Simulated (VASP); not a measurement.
# Ge (Pm-3m) in VASP: relaxation of cell and atoms with PBE

Aim: the relaxation of cell and atoms of Ge with PBE.

Program: VASP 6.6.1. These are calculated values, not measurements. Logs are shortened: lines on timing, memory, paths and dates and some standing lists are left out, and cuts for length are marked.

## 1. The cell of the first run

It takes space group Pm-3m (No. 221, cubic). The conventional cell has a = 2.710 Å, b = 2.710 Å, c = 2.710 Å, α = 90.00°, β = 90.00°, γ = 90.00°. Within 3.6 Å of Ge (site symmetry m-3m) lie 6 Ge at 2.71 Å.

## 2. Relaxation of cell and atoms, PBE

Contents of INCAR:

```
PREC = Accurate
ENCUT = 600
EDIFF = 1E-6
ISMEAR = 0
SIGMA = 0.1
LREAL = F
LASPH = T
NELM = 100
ALGO = Normal
ISIF = 3
LWAVE = F
LCHARG = F
GGA = PE
IBRION = 2
NSW = 100
EDIFFG = -0.01
```

Contents of KPOINTS:

```
regular mesh
0
Gamma
  20 20 20
```

Contents of POSCAR:

```
Ge
1.0
    2.7104744361      0.0000000000      0.0000000000
    0.0000000000      2.7104744361      0.0000000000
    0.0000000000      0.0000000000      2.7104744361
Ge
1
Direct
    0.0000000000      0.0000000000      0.0000000000
```

Potentials or basis: VASP PAW PBE potentials, release 64 (Ge_d).

The run is started by

```bash
$ cat potpaw_PBE.64/Ge_d/POTCAR > POTCAR
$ mpirun -np 1 vasp_std > vasp.out
```

OUTCAR:

```text
PREC = Accurate
   ENCUT = 600
   EDIFF = 1E-6
   ISMEAR = 0
   LREAL = F
   LASPH = T
   NELM = 100
   ISIF = 3
   GGA = PE
   IBRION = 2
   NSW = 100
   EDIFFG = -0.01

 ion  position               nearest neighbor table
   1  0.000  0.000  0.000-

  LATTYP: Found a simple cubic cell.
 ALAT       =     2.7104744361

  Lattice vectors:

 A1 = (   2.7104744361,   0.0000000000,   0.0000000000)
 A2 = (   0.0000000000,   2.7104744361,   0.0000000000)
 A3 = (   0.0000000000,   0.0000000000,   2.7104744361)

Analysis of symmetry for initial positions (statically):
=====================================================================
 Subroutine PRICEL returns:
 Original cell was already a primitive cell.

 Routine SETGRP: Setting up the symmetry group for a
 simple cubic supercell.

 Subroutine GETGRP returns: Found 48 space group operations
 (whereof 48 operations were pure point group operations)
 out of a pool of 48 trial point group operations.

The static configuration has the point symmetry O_h .

Analysis of symmetry for dynamics (positions and initial velocities):
=====================================================================
 Subroutine PRICEL returns:
 Original cell was already a primitive cell.

 Routine SETGRP: Setting up the symmetry group for a
 simple cubic supercell.

 Subroutine GETGRP returns: Found 48 space group operations
 (whereof 48 operations were pure point group operations)
 out of a pool of 48 trial point group operations.

The dynamic configuration has the point symmetry O_h .

 Subroutine INISYM returns: Found 48 space group operations
 (whereof 48 operations are pure point group operations),
 and found     1 'primitive' translations

----------------------------------------------------------------------------------------

                                     Primitive cell

  volume of cell :      19.9130

  direct lattice vectors                    reciprocal lattice vectors
     2.710474436  0.000000000  0.000000000     0.368939100  0.000000000  0.000000000
     0.000000000  2.710474436  0.000000000     0.000000000  0.368939100  0.000000000
     0.000000000  0.000000000  2.710474436     0.000000000  0.000000000  0.368939100

  length of vectors
     2.710474436  2.710474436  2.710474436     0.368939100  0.368939100  0.368939100

  position of ions in fractional coordinates (direct lattice)
     0.000000000  0.000000000  0.000000000

  ion indices of the primitive-cell ions
   primitive index   ion index
                 1           1

----------------------------------------------------------------------------------------

 KPOINTS: regular mesh

Automatic generation of k-mesh.
 Grid dimensions read from file:
 generate k-points for:   20   20   20

 Generating k-lattice:

  Cartesian coordinates                     Fractional coordinates (reciprocal lattice)
     0.018446955  0.000000000  0.000000000     0.050000000  0.000000000  0.000000000
     0.000000000  0.018446955  0.000000000     0.000000000  0.050000000  0.000000000
     0.000000000  0.000000000  0.018446955     0.000000000  0.000000000  0.050000000

  Length of vectors
     0.018446955  0.018446955  0.018446955

  Shift w.r.t. Gamma in fractional coordinates (k-lattice)
     0.000000000  0.000000000  0.000000000

 Subroutine IBZKPT returns following result:
 ===========================================

 Found    286 irreducible k-points:

 Following reciprocal coordinates:
            Coordinates               Weight
  0.000000  0.000000  0.000000      1.000000
  0.050000  0.000000  0.000000      6.000000
  0.100000  0.000000  0.000000      6.000000
  0.150000  0.000000  0.000000      6.000000
  0.200000  0.000000  0.000000      6.000000
  0.250000  0.000000  0.000000      6.000000
[... 16 lines left out ...]
  0.150000  0.100000  0.000000     24.000000
  0.200000  0.100000  0.000000     24.000000
 [... further k-points ...]
   k-points           NKPTS =    286   k-points in BZ     NKDIM =    286   number of bands    NBANDS=     11
   number of dos      NEDOS =    301   number of ions     NIONS =      1
   total plane-waves  NPLWV =  13824
   dimension x,y,z NGX =    24 NGY =   24 NGZ =   24
   dimension x,y,z NGXF=    48 NGYF=   48 NGZF=   48
   ions per type =               1
   NGX,Y,Z   is equivalent  to a cutoff of  14.72, 14.72, 14.72 a.u.
   NGXF,Y,Z  is equivalent  to a cutoff of  29.44, 29.44, 29.44 a.u.
 SYSTEM =  unknown system
   PREC   = accura    normal or accurate (medium, high low for compatibility)
   ISTART =      0    job   : 0-new  1-cont  2-samecut
   ICHARG =      2    charge: 1-file 2-atom 10-const
   ISPIN  =      1    spin polarized calculation?
   LNONCOLLINEAR =      F non collinear calculations
   LSORBIT =      F    spin-orbit coupling
   LASPH  =      T    aspherical Exc in radial PAW
   ENCUT  =  600.0 eV  44.10 Ry    6.64 a.u.   5.41  5.41  5.41*2*pi/ulx,y,z
   NELM   =    100;   NELMIN=  2; NELMDL= -5     # of ELM steps
   EDIFF  = 0.1E-05   stopping-criterion for ELM
   LREAL  =      F    real-space projection
   EDIFFG = -.1E-01   stopping-criterion for IOM
   NSW    =    100    number of steps for IOM
   IBRION =      2    ionic relax: 0-MD 1-quasi-New 2-CG
   NFREE  =      1    steps in history (QN), initial steepest desc. (CG)
   ISIF   =      3    stress and relaxation
   ISYM   =      2    0-nonsym 1-usesym 2-fastsym
   POTIM  = 0.5000    time-step for ionic-motion
   TEBEG  =    0.0;   TEEND  =   0.0 temperature during run
   PSTRESS=    0.0 pullay stress
   NELECT =      14.0000    total number of electrons
   NUPDOWN=      -1.0000    fix difference up-down
   EMIN   =  10.00;   EMAX   =-10.00  energy-range for DOS
   EFERMI =   0.00;   METHOD = LEGACY
   ISMEAR =     0;   SIGMA  =   0.10  broadening in eV -4-tet -1-fermi 0-gaus
   EFERMI_NEDOS =   21; number of points for ismear=-14 and -15
   IALGO  =     38    algorithm
   IMIX   =      4    mixing-type and parameters
     AMIX     =   0.40;   BMIX     =  1.00
     AMIX_MAG =   1.60;   BMIX_MAG =  1.00
  volume/ion in A,a.u.               =      19.91       134.38
  Fermi-wavevector in a.u.,A,eV,Ry     =   1.455701  2.750876 28.831637  2.119066
  Thomas-Fermi vector in A             =   2.572705
   LORBIT       =      0    0 simple, 1 ext, 2 COOP (PROOUT), +10 PAW based schemes
   GGA     = PE    functional components
   LHFCALC =     F    Hartree Fock is set to
   AEXX    =    0.0000 exact exchange contribution
   IVDW    =     0    specifies the selected vdW correction
   LEPSILON=     F    determine dielectric tensor
   LRPA    =     F    only Hartree local field effects (RPA)
 conjugate gradient relaxation of ions
 non-spin polarized calculation
 Gauss-broadening in eV      SIGMA  =   0.10
  energy-cutoff  :      600.00
  volume of cell :       19.91
 maximum number of plane-waves:       691
 NGX is ok and might be reduce to    24
   NGX = 11   NGY = 11   NGZ = 11

 number of electron      13.9999994 magnetization

 Free energy of the ion-electron system (eV)
  ---------------------------------------------------
  ext. energy  EPLUGINS =         0.00000000
  ---------------------------------------------------
  free energy    TOTEN  =        -4.27104048 eV

  energy without entropy =       -4.26854040  energy(sigma->0) =       -4.26979044

 E-fermi :   5.9006     XC(G=0): -10.9105

 val. band max:        5.8861145141   @ k =   0.3000   0.3000   0.2000
 cond. band min:       5.9230417469   @ k =   0.4500   0.4500   0.4000
 fundamental gap:      0.0369272328
 Fermi energy:         5.9006389499

 k-point     1 :       0.0000    0.0000    0.0000
  band No.  band energies     occupation
      1     -18.7539      2.00000
      2     -18.7539      2.00000
      3     -18.5107      2.00000
      4     -18.5107      2.00000
      5     -18.5107      2.00000
      6      -6.8146      2.00000
      7      12.5038      0.00000
      8      12.5038      0.00000
      9      12.5038      0.00000
     10      15.9388      0.00000
     11      15.9388      0.00000

 k-point     2 :       0.0500    0.0000    0.0000
  band No.  band energies     occupation
      1     -18.7536      2.00000
      2     -18.7492      2.00000
      3     -18.5123      2.00000
      4     -18.5123      2.00000
      5     -18.5106      2.00000
      6      -6.7657      2.00000
      7      11.6971      0.00000
      8      12.5508      0.00000
      9      12.5508      0.00000
     10      15.9823      0.00000
     11      16.5819      0.00000

 k-point     3 :       0.1000    0.0000    0.0000
  band No.  band energies     occupation
      1     -18.7527      2.00000
      2     -18.7356      2.00000
      3     -18.5168      2.00000
      4     -18.5168      2.00000
      5     -18.5102      2.00000
      6      -6.6194      2.00000
      7      10.1705      0.00000
      8      12.6907      0.00000
      9      12.6907      0.00000
     10      16.1128      0.00000
     11      17.3649      0.00000

 k-point     4 :       0.1500    0.0000    0.0000
  band No.  band energies     occupation
      1     -18.7512      2.00000
      2     -18.7145      2.00000
      3     -18.5238      2.00000
      4     -18.5238      2.00000
      5     -18.5096      2.00000
      6      -6.3761      2.00000
      7       8.5356      0.00000
      8      12.9198      0.00000
      9      12.9198      0.00000
     10      16.3292      0.00000
     11      17.8094      0.00000

 k-point     5 :       0.2000    0.0000    0.0000
  band No.  band energies     occupation
      1     -18.7493      2.00000
      2     -18.6879      2.00000
      3     -18.5327      2.00000
      4     -18.5327      2.00000
      5     -18.5089      2.00000
      6      -6.0375      2.00000
      7       6.9320      0.00000
      8      13.2309      0.00000
      9      13.2309      0.00000
     10      16.6294      0.00000
     11      18.1890      0.00000
[... 211 lines left out ...]
 k-point    21 :       0.5000    0.0500    0.0000
  band No.  band energies     occupation
      1     -18.7371      2.00000
      2     -18.5763      2.00000
      3     -18.5739      2.00000
      4     -18.5621      2.00000
      5     -18.5069      2.00000
      6      -3.0564      2.00000
      7       0.3967      2.00000
      8      14.6784      0.00000
      9      15.3986      0.00000
     10      19.6336      0.00000
     11      19.9282      0.00000

 k-point    22 :       0.1000    0.1000    0.0000
  band No.  band energies     occupation
      1     -18.7430      2.00000
      2     -18.7257      2.00000
      3     -18.5231      2.00000
      4     -18.5165      2.00000
      5     -18.5160      2.00000
      6      -6.4242      2.00000
      7      10.1272      0.00000
      8      10.6136      0.00000
      9      12.8777      0.00000
     10      16.8789      0.00000
     11      19.0469      0.00000

 k-point    23 :       0.1500    0.1000    0.0000
  band No.  band energies     occupation
      1     -18.7392      2.00000
      2     -18.7068      2.00000
      3     -18.5305      2.00000
      4     -18.5233      2.00000
      5     -18.5156      2.00000
      6      -6.1811      2.00000
      7       8.6947      0.00000
      8      10.6471      0.00000
      9      13.1067      0.00000
     10      17.1528      0.00000
     11      19.7320      0.00000

 k-point    24 :       0.2000    0.1000    0.0000
  band No.  band energies     occupation
      1     -18.7366      2.00000
      2     -18.6808      2.00000
      3     -18.5397      2.00000
      4     -18.5321      2.00000
      5     -18.5149      2.00000
      6      -5.8427      2.00000
      7       7.1079      0.00000
      8      10.9496      0.00000
      9      13.4179      0.00000
     10      17.4751      0.00000
     11      20.0483      0.00000

 [... further k-points ...]

------------------------ aborting loop because EDIFF is reached ----------------------------------------

  FORCE on cell =-STRESS in cart. coord.  units (eV):
  Direction    XX          YY          ZZ          XY          YZ          ZX
  --------------------------------------------------------------------------------------
  -------------------------------------------------------------------------------------
  Total       -0.0032451     -0.0032451     -0.0032451      0.0000000     -0.0000000      0.0000000
  in kB       -0.2611002     -0.2611002     -0.2611002      0.0000000     -0.0000000      0.0000000
  external PRESSURE =      -0.2611002 kB  Pullay stress =       0.0000000 kB

 VOLUME and BASIS-vectors are now :
 -----------------------------------------------------------------------------
  energy-cutoff  :      600.00
  volume of cell :       19.91
      direct lattice vectors                 reciprocal lattice vectors
     2.710474436  0.000000000  0.000000000     0.368939100  0.000000000  0.000000000
     0.000000000  2.710474436  0.000000000     0.000000000  0.368939100  0.000000000
     0.000000000  0.000000000  2.710474436     0.000000000  0.000000000  0.368939100

 POSITION                                       TOTAL-FORCE (eV/Angst)
 -----------------------------------------------------------------------------------
      0.00000      0.00000      0.00000         0.000000      0.000000      0.000000
 -----------------------------------------------------------------------------------
    total drift:                                0.000000     -0.000000      0.000000

  FREE ENERGIE OF THE ION-ELECTRON SYSTEM (eV)
  ---------------------------------------------------
  free  energy   TOTEN  =        -4.2710404786 eV

  energy  without entropy=       -4.2685403958  energy(sigma->0) =       -4.26979044

 reached required accuracy - stopping structural energy minimisation
```

Wall time 16 s (1 thread of Intel Xeon 6975P-C (Granite Rapids), shared host); peak memory 0.19 GiB.

What came out:

```
Free energy             : -4.2710 eV
Pressure after relaxing : 0.0 GPa
Band gap on the k mesh  : zero (band 7 reaches 12.50 eV, above the bottom of band 8 at 3.40 eV)
```

Final structure:
```
Ge
1.0
     2.71047    0.00000    0.00000
     0.00000    2.71047    0.00000
     0.00000    0.00000    2.71047
Ge
1
Cartesian
  0.0000 0.0000 0.0000
```

Levels at points of the mesh, in eV from the Fermi level:
| k point | band 3 | band 4 | band 5 | band 6 | band 7 | band 8 | band 9 | band 10 | band 11 |
| --- | --- | --- | --- | --- | --- | --- | --- | --- | --- |
| (0.00, 0.00, 0.00) | -24.41 | -24.41 | -24.41 | -12.72 | 6.60 | 6.60 | 6.60 | 10.04 | 10.04 |
| (0.50, 0.00, 0.00) | -24.47 | -24.46 | -24.41 | -9.01 | -5.55 | 9.45 | 9.45 | 13.24 | 15.20 |
| (0.50, 0.50, 0.00) | -24.47 | -24.47 | -24.34 | -5.07 | -2.50 | -2.50 | 3.21 | 12.24 | 19.36 |
| (0.50, 0.50, 0.50) | -24.55 | -24.33 | -24.33 | -0.54 | 0.35 | 0.35 | 0.35 | 6.91 | 6.91 |

Caveat: the relaxation stopped at its first step, so nothing moved.
